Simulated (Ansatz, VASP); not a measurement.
# Re: VASP beside Ansatz

```
CELL_PARAMETERS angstrom
2.76080 0.00000 0.00000
-1.38040 2.39092 0.00000
0.00000 0.00000 4.45820
ATOMIC_POSITIONS crystal
Re 0.66667 0.33333 0.75000
Re 0.33333 0.66667 0.25000
```

Alike in both runs: task relaxation of cell and atoms; functional SVWN5; k mesh 11 × 11 × 6; occupations fermi-dirac, width 0.05 eV; no spin polarisation.

|  | VASP | Ansatz |
| --- | --- | --- |
| version | VASP 6.6.1 | Ansatz 0.2.0 |
| potentials or method | VASP PAW PBE potentials, release 64 (Re) | Ansatz PAW |
| plane-wave cutoff (eV) | 600 | 420 |
| valence electrons in the cell | 14 | 30 |

```csv
,VASP,Ansatz,Ansatz less VASP
"gap on the k mesh at the Fermi level, each at its own relaxed structure (eV)",none,none,-
relaxed volume (Å³/atom),14.34,14.32,-0.022
relaxed length of the cell vector where the two differ most in proportion (Å),2.738,2.737,-0.0014
```

VASP's potentials were made for PBE, not for SVWN5. A gap of «none» marks a metal or a gap that the smearing closes. VASP's potentials hold 14 valence electrons a cell and Ansatz's 30, so a difference there can come from the potentials and not from the codes.

Neither program's run includes spin-orbit coupling. Noted on Ansatz's run: the plane-wave basis is chosen anew once the cell has moved, so the energies of steps on either side of that aren't comparable.
